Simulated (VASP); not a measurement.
# LiTi12O24 (a cell with a defect) in VASP: further runs

The runs below take LiTi12O24 (a cell with a defect) through single point, with PBE.

Program: VASP 6.6.1. These are calculated values, not measurements. Logs are shortened: lines on timing, memory, paths and dates and some standing lists are left out, and cuts for length are marked.

### 1 The cell of the first run

The cell holds a defect, 37 atoms: a = 6.567 Å, b = 6.567 Å, c = 8.892 Å, α = 90.00°, β = 90.00°, γ = 90.00°.

### 2 Single point, PBE (with an interstitial atom, then relaxed in part)

INCAR reads:

```
ALGO = Normal
EDIFF = 1E-7
ENCUT = 520
GGA = PE
ISIF = 2
ISMEAR = 0
LASPH = True
LCHARG = True
LELF = True
LREAL = Auto
LVHAR = True
LWAVE = False
NBANDS = 170
NELECT = 290.0
NELM = 60
PREC = Accurate
SIGMA = 0.02
```

KPOINTS reads:

```
Automatic mesh
0
Gamma
  2 2 2
  0.5 0.5 0.5
```

POSCAR reads:

```
LiTi12O24
1.0
   -4.6433174325     -4.6433174325      0.0000000000
   -4.6433174325      4.6433174325      0.0000000000
    0.0000000000      0.0000000000     -8.8916049598
Ti O Li
12 24 1
Direct
   -0.0030127356      0.5134037249      0.3388803189
    0.0253007243      0.5139726825      0.0083287538
   -0.0184300975      0.4844558597      0.6692850219
    0.5024551906     -0.0144220102      0.3388831410
    0.4741240578     -0.0149644246      0.0083321602
    0.5178631078      0.0145191979      0.6692840744
    0.4857612804      0.4968047749      0.4944239595
    0.5147135887      0.4813985506      0.1640365814
    0.4852808929      0.5250033934      0.8249663069
    0.0136764386      0.0021743456      0.4944097784
   -0.0152843626      0.0176045171      0.1640246219
    0.0141445146     -0.0260056805      0.8249537863
    0.8042673135      0.4967805875      0.5002513371
    0.8079576422      0.4980924015      0.1632608315
    0.8022895500      0.5008881482      0.8349004911
    0.3058020600      0.0026557858      0.4993681762
    0.3009083222     -0.0013784336      0.1709073149
    0.3058365691     -0.0058450043      0.8312751523
   -0.0016099090      0.1912545845      0.6699910232
   -0.0029812602      0.1949349396      0.3330568743
    0.0013141164      0.1969142895      0.9984527069
    0.4989125200      0.6983010541      0.6624300811
    0.5029302275      0.6934339569      0.3339253497
    0.4943963484      0.6933836778      1.0019943559
   -0.0035011281      0.8055628676      0.3339198620
    0.0050293234      0.8056207597      0.0019911546
    0.0005150274      0.8006892177      0.6624257434
    0.5024081095      0.3040653279      0.3330590123
    0.4981125470      0.3020911664     -0.0015504401
    0.5010398910      0.3077405060      0.6699936483
    0.1936308570      0.4963390392      0.4993708698
    0.1985179223      0.5003827947      0.1709047366
    0.1935937540      0.5048501518      0.8312758377
    0.6951641685      0.0022128769      0.5002502958
    0.6914688873      0.0009102444      0.1632578876
    0.6971428246     -0.0018970579      0.8348955852
    0.7497124621      0.2494942700      0.9169549834
```

Potentials or basis: VASP PAW PBE potentials, release 64 (Ti_sv, O, Li_sv).

Command:

```
> cat potpaw_PBE.64/Ti_sv/POTCAR potpaw_PBE.64/O/POTCAR potpaw_PBE.64/Li_sv/POTCAR > POTCAR
> mpirun -np 1 vasp_std > vasp.out
```

OUTCAR:

```text
EDIFF = 1E-7
   ENCUT = 520
   GGA = PE
   ISIF = 2
   ISMEAR = 0
   LASPH = True
   LREAL = Auto
   NELECT = 290.0
   NELM = 60
   PREC = Accurate

 ion  position               nearest neighbor table
   1  0.997  0.513  0.339-  13 1.92  25 1.92  31 1.93  14 2.00  32 2.00  20 2.09
   2  0.025  0.514  0.008-  32 1.84  26 1.92  33 1.92  14 1.99  21 2.09  15 2.13  37 2.64
   3  0.982  0.484  0.669-  15 1.89  13 1.90  19 1.93  33 2.01  31 2.06  27 2.08
   4  0.502  0.986  0.339-  34 1.92  23 1.92  16 1.93  35 2.00  17 2.00  28 2.09
   5  0.474  0.985  0.008-  17 1.84  24 1.92  18 1.92  35 1.99  29 2.09  36 2.13  37 2.64
   6  0.518  0.015  0.669-  36 1.89  34 1.90  30 1.93  18 2.01  16 2.06  22 2.08
   7  0.486  0.497  0.494-  28 1.92  31 1.92  23 1.93  30 2.00  22 2.00  13 2.09
   8  0.515  0.481  0.164-  29 1.89  28 1.90  14 1.93  24 2.01  23 2.06  32 2.08
   9  0.485  0.525  0.825-  22 1.84  33 1.92  24 1.92  30 1.99  15 2.09  29 2.13  37 2.64
  10  0.014  0.002  0.494-  20 1.92  16 1.92  25 1.93  19 2.00  27 2.00  34 2.09
  11  0.985  0.018  0.164-  21 1.89  20 1.90  35 1.93  26 2.01  25 2.06  17 2.08
  12  0.014  0.974  0.825-  27 1.84  18 1.92  26 1.92  19 1.99  36 2.09  21 2.13  37 2.64
  13  0.804  0.497  0.500-   3 1.90   1 1.92   7 2.09
  14  0.808  0.498  0.163-   8 1.93   2 1.99   1 2.00
  15  0.802  0.501  0.835-  37 1.84   3 1.89   9 2.09   2 2.13
  16  0.306  0.003  0.499-  10 1.92   4 1.93   6 2.06
  17  0.301  0.999  0.171-   5 1.84   4 2.00  11 2.08
[... 4 lines left out ...]
  22  0.499  0.698  0.662-   9 1.84   7 2.00   6 2.08
  23  0.503  0.693  0.334-   4 1.92   7 1.93   8 2.06
  24  0.494  0.693  0.002-   5 1.92   9 1.92   8 2.01
  25  0.996  0.806  0.334-   1 1.92  10 1.93  11 2.06
  26  0.005  0.806  0.002-   2 1.92  12 1.92  11 2.01
  27  0.001  0.801  0.662-  12 1.84  10 2.00   3 2.08
  28  0.502  0.304  0.333-   8 1.90   7 1.92   4 2.09
  29  0.498  0.302  0.998-  37 1.84   8 1.89   5 2.09   9 2.13
  30  0.501  0.308  0.670-   6 1.93   9 1.99   7 2.00
  31  0.194  0.496  0.499-   7 1.92   1 1.93   3 2.06
  32  0.199  0.500  0.171-   2 1.84   1 2.00   8 2.08
  33  0.194  0.505  0.831-   9 1.92   2 1.92   3 2.01
  34  0.695  0.002  0.500-   6 1.90   4 1.92  10 2.09
  35  0.691  0.001  0.163-  11 1.93   5 1.99   4 2.00
  36  0.697  0.998  0.835-  37 1.84   6 1.89  12 2.09   5 2.13
  37  0.750  0.249  0.917-  29 1.84  21 1.84  36 1.84  15 1.84   5 2.64   2 2.64  12 2.64   9 2.64

  LATTYP: Found a simple tetragonal cell.
 ALAT       =     6.5666424874
 C/A-ratio  =     1.3540565025

  Lattice vectors:

 A1 = (  -4.6433174325,  -4.6433174325,   0.0000000000)
 A2 = (  -4.6433174325,   4.6433174325,   0.0000000000)
 A3 = (   0.0000000000,   0.0000000000,  -8.8916049598)

Analysis of symmetry for initial positions (statically):
=====================================================================
 Subroutine PRICEL returns:
 Original cell was already a primitive cell.

 Routine SETGRP: Setting up the symmetry group for a
 simple tetragonal supercell.

 Subroutine GETGRP returns: Found  1 space group operations
 (whereof  1 operations were pure point group operations)
 out of a pool of 16 trial point group operations.

The static configuration has the point symmetry C_1 .

Analysis of symmetry for dynamics (positions and initial velocities):
=====================================================================
 Subroutine PRICEL returns:
 Original cell was already a primitive cell.

 Routine SETGRP: Setting up the symmetry group for a
 simple tetragonal supercell.

 Subroutine GETGRP returns: Found  1 space group operations
 (whereof  1 operations were pure point group operations)
 out of a pool of 16 trial point group operations.

The dynamic configuration has the point symmetry C_1 .

 Subroutine INISYM returns: Found  1 space group operations
 (whereof  1 operations are pure point group operations),
 and found     1 'primitive' translations

----------------------------------------------------------------------------------------

                                     Primitive cell

  volume of cell :     383.4131

  direct lattice vectors                    reciprocal lattice vectors
    -4.643317432 -4.643317432  0.000000000    -0.107681632 -0.107681632  0.000000000
    -4.643317432  4.643317432  0.000000000    -0.107681632  0.107681632  0.000000000
     0.000000000  0.000000000 -8.891604960     0.000000000  0.000000000 -0.112465635

  length of vectors
     6.566642487  6.566642487  8.891604960     0.152284825  0.152284825  0.112465635

  position of ions in fractional coordinates (direct lattice)
     0.996987264  0.513403725  0.338880319
     0.025300724  0.513972682  0.008328754
     0.981569902  0.484455860  0.669285022
     0.502455191  0.985577990  0.338883141
     0.474124058  0.985035575  0.008332160
     0.517863108  0.014519198  0.669284074
[... 29 lines left out ...]
     0.697142825  0.998102942  0.834895585
     0.749712462  0.249494270  0.916954983

  ion indices of the primitive-cell ions
   primitive index   ion index
                 1           1
                 2           2
                 3           3
                 4           4
                 5           5
                 6           6
[... 29 lines left out ...]
                36          36
                37          37

----------------------------------------------------------------------------------------

 KPOINTS: Automatic mesh

Automatic generation of k-mesh.
 Grid dimensions read from file:
 generate k-points for:    2    2    2

 Generating k-lattice:

  Cartesian coordinates                     Fractional coordinates (reciprocal lattice)
    -0.053840816 -0.053840816  0.000000000     0.500000000  0.000000000  0.000000000
    -0.053840816  0.053840816  0.000000000     0.000000000  0.500000000  0.000000000
     0.000000000  0.000000000 -0.056232818     0.000000000  0.000000000  0.500000000

  Length of vectors
     0.076142412  0.076142412  0.056232818

  Shift w.r.t. Gamma in fractional coordinates (k-lattice)
     0.500000000  0.500000000  0.500000000

 Subroutine IBZKPT returns following result:
 ===========================================

 Found      4 irreducible k-points:

 Following reciprocal coordinates:
            Coordinates               Weight
  0.250000  0.250000  0.250000      2.000000
 -0.250000  0.250000  0.250000      2.000000
 -0.250000 -0.250000  0.250000      2.000000
  0.250000 -0.250000  0.250000      2.000000
   k-points           NKPTS =      4   k-points in BZ     NKDIM =      4   number of bands    NBANDS=    170
   number of dos      NEDOS =    301   number of ions     NIONS =     37
   total plane-waves  NPLWV = 175000
   dimension x,y,z NGX =    50 NGY =   50 NGZ =   70
   dimension x,y,z NGXF=   100 NGYF=  100 NGZF=  140
   ions per type =              12  24   1
   NGX,Y,Z   is equivalent  to a cutoff of  12.66, 12.66, 13.09 a.u.
   NGXF,Y,Z  is equivalent  to a cutoff of  25.32, 25.32, 26.18 a.u.
 SYSTEM =  unknown system
   PREC   = accura    normal or accurate (medium, high low for compatibility)
   ISTART =      0    job   : 0-new  1-cont  2-samecut
   ICHARG =      2    charge: 1-file 2-atom 10-const
   ISPIN  =      1    spin polarized calculation?
   LNONCOLLINEAR =      F non collinear calculations
   LSORBIT =      F    spin-orbit coupling
   LASPH  =      T    aspherical Exc in radial PAW
   ENCUT  =  520.0 eV  38.22 Ry    6.18 a.u.  12.21 12.21 16.53*2*pi/ulx,y,z
   NELM   =     60;   NELMIN=  2; NELMDL= -5     # of ELM steps
   EDIFF  = 0.1E-06   stopping-criterion for ELM
   LREAL  =      T    real-space projection
   EDIFFG = 0.1E-05   stopping-criterion for IOM
   NSW    =      0    number of steps for IOM
   IBRION =     -1    ionic relax: 0-MD 1-quasi-New 2-CG
   NFREE  =      0    steps in history (QN), initial steepest desc. (CG)
   ISIF   =      2    stress and relaxation
   ISYM   =      2    0-nonsym 1-usesym 2-fastsym
   POTIM  = 0.5000    time-step for ionic-motion
   TEBEG  =    0.0;   TEEND  =   0.0 temperature during run
   PSTRESS=    0.0 pullay stress
   NELECT =     290.0000    total number of electrons
   NUPDOWN=      -1.0000    fix difference up-down
   EMIN   =  10.00;   EMAX   =-10.00  energy-range for DOS
   EFERMI =   0.00;   METHOD = LEGACY
   ISMEAR =     0;   SIGMA  =   0.02  broadening in eV -4-tet -1-fermi 0-gaus
   EFERMI_NEDOS =   21; number of points for ismear=-14 and -15
   IALGO  =     38    algorithm
   IMIX   =      4    mixing-type and parameters
     AMIX     =   0.40;   BMIX     =  1.00
     AMIX_MAG =   1.60;   BMIX_MAG =  1.00
  volume/ion in A,a.u.               =      10.36        69.93
  Fermi-wavevector in a.u.,A,eV,Ry     =   1.491598  2.818712 30.271130  2.224865
  Thomas-Fermi vector in A             =   2.604233
   LORBIT       =      0    0 simple, 1 ext, 2 COOP (PROOUT), +10 PAW based schemes
   GGA     = PE    functional components
   LHFCALC =     F    Hartree Fock is set to
   AEXX    =    0.0000 exact exchange contribution
   IVDW    =     0    specifies the selected vdW correction
   LEPSILON=     F    determine dielectric tensor
   LRPA    =     F    only Hartree local field effects (RPA)
 non-spin polarized calculation
 Gauss-broadening in eV      SIGMA  =   0.02
  energy-cutoff  :      520.00
  volume of cell :      383.41
 maximum number of plane-waves:     10322
 NGX is ok and might be reduce to    50
   NGX = 25   NGY = 25   NGZ = 33

 number of electron     290.0000032 magnetization

 Free energy of the ion-electron system (eV)
  ---------------------------------------------------
  ext. energy  EPLUGINS =         0.00000000
  ---------------------------------------------------
  free energy    TOTEN  =      -332.13959482 eV

  energy without entropy =     -332.13959482  energy(sigma->0) =     -332.13959482

 E-fermi :   4.5504     XC(G=0): -11.3221

 val. band max:        4.4048978057   @ k =  -0.2500  -0.2500   0.2500
 cond. band min:       6.9475815981   @ k =   0.2500  -0.2500   0.2500
 fundamental gap:      2.5426837924
 Fermi energy:         4.5503821421

 k-point     1 :       0.2500    0.2500    0.2500
  band No.  band energies     occupation
      1     -52.1519      2.00000
      2     -52.1471      2.00000
      3     -52.1469      2.00000
      4     -52.1424      2.00000
      5     -52.1208      2.00000
      6     -52.1185      2.00000
[... 629 lines left out ...]
    156       7.4401      0.00000
    157       7.4891      0.00000
 [bands above 157 left out]

------------------------ aborting loop because EDIFF is reached ----------------------------------------

  FORCE on cell =-STRESS in cart. coord.  units (eV):
  Direction    XX          YY          ZZ          XY          YZ          ZX
  --------------------------------------------------------------------------------------
  -------------------------------------------------------------------------------------
  Total       -1.5097384     -1.4563352     -1.0639500      0.0089152      0.0047247     -0.0098966
  in kB       -6.3087799     -6.0856228     -4.4459534      0.0372543      0.0197433     -0.0413550
  external PRESSURE =      -5.6134520 kB  Pullay stress =       0.0000000 kB

 VOLUME and BASIS-vectors are now :
 -----------------------------------------------------------------------------
  energy-cutoff  :      520.00
  volume of cell :      383.41
      direct lattice vectors                 reciprocal lattice vectors
    -4.643317432 -4.643317432  0.000000000    -0.107681632 -0.107681632  0.000000000
    -4.643317432  4.643317432  0.000000000    -0.107681632  0.107681632  0.000000000
     0.000000000  0.000000000 -8.891604960     0.000000000  0.000000000 -0.112465635

 POSITION                                       TOTAL-FORCE (eV/Angst)
 -----------------------------------------------------------------------------------
     -7.01322     -2.24543     -3.01319         0.011026     -0.016641      0.031713
     -2.50402      2.26906     -0.07406         0.045155      0.018053      0.036187
     -6.80722     -2.30826     -5.95102        -0.030548     -0.011572     -0.007099
     -6.90941      2.24329     -3.01322        -0.013620      0.019551      0.034987
     -6.77534      2.37232     -0.07409        -0.044289     -0.015281      0.033085
     -2.47202     -2.33719     -5.95101         0.034063      0.007826     -0.002398
[... 29 lines left out ...]
     -7.87156      1.39745     -7.42356        -0.006383     -0.037153     -0.021130
     -4.63963     -2.32267     -8.15320        -0.001599      0.001768      0.010385
 -----------------------------------------------------------------------------------
    total drift:                               -0.019216     -0.004463      0.023897

  FREE ENERGIE OF THE ION-ELECTRON SYSTEM (eV)
  ---------------------------------------------------
  free  energy   TOTEN  =      -332.1395948193 eV

  energy  without entropy=     -332.1395948193  energy(sigma->0) =     -332.13959482
```

It took 11 min on 1 thread of Intel Xeon Platinum 8259CL at 2.50GHz (Skylake/Cascade Lake), shared host; peak memory 0.51 GiB.

What came out:

| Item | Value |
| --- | --- |
| Free energy | -332.1396 eV |
| Largest force | 0.068 eV/Å |

Forces in eV/Å, atoms in the order of the input:
```
Ti   0.011 -0.017  0.032
Ti   0.045  0.018  0.036
Ti  -0.031 -0.012 -0.007
Ti  -0.014  0.020  0.035
Ti  -0.044 -0.015  0.033
Ti   0.034  0.008 -0.002
Ti  -0.016 -0.013 -0.027
Ti  -0.012  0.043  0.003
Ti   0.016 -0.044 -0.030
Ti   0.008  0.008 -0.029
Ti   0.009 -0.050 -0.001
Ti  -0.017  0.045 -0.029
O    0.045  0.044  0.006
O    0.002  0.001  0.007
O    0.006  0.038 -0.023
O    0.000  0.002 -0.024
O    0.040  0.038 -0.035
O    0.002  0.002  0.024
O    0.000  0.001 -0.010
O   -0.045  0.044 -0.006
O   -0.034  0.001  0.017
O   -0.043  0.039  0.029
O    0.002  0.001  0.023
O   -0.003  0.003 -0.023
O    0.000 -0.001  0.023
O    0.003 -0.001 -0.021
O    0.045 -0.040  0.030
O    0.047 -0.044 -0.008
O    0.038  0.001  0.018
O   -0.002 -0.001 -0.010
O   -0.001 -0.001 -0.024
O   -0.037 -0.039 -0.036
O   -0.001 -0.001  0.023
O   -0.044 -0.043  0.006
O    0.001  0.000  0.010
O   -0.006 -0.037 -0.021
Li  -0.002  0.002  0.010
```

Levels at points of the mesh, in eV from the Fermi level:
| k point | band 142 | band 143 | band 144 | band 145 | band 146 | band 147 | band 148 | band 149 |
| --- | --- | --- | --- | --- | --- | --- | --- | --- |
| (0.25, 0.25, 0.25) | -0.77 | -0.72 | -0.43 | -0.15 | 2.40 | 2.43 | 2.45 | 2.49 |

Caveat: the cell carries a net charge on a neutralising background, which shifts energy and pressure; the cell differs from its parent crystal (with an interstitial atom, then relaxed in part); the cell is charged against a uniform background, so pressure and absolute levels hang on convention; the cutoff is under 1.25 times the usual one of these potentials, so pressure, stress and relaxed cells hold a basis-set (Pulay) error.

[end of part 1 of 2]
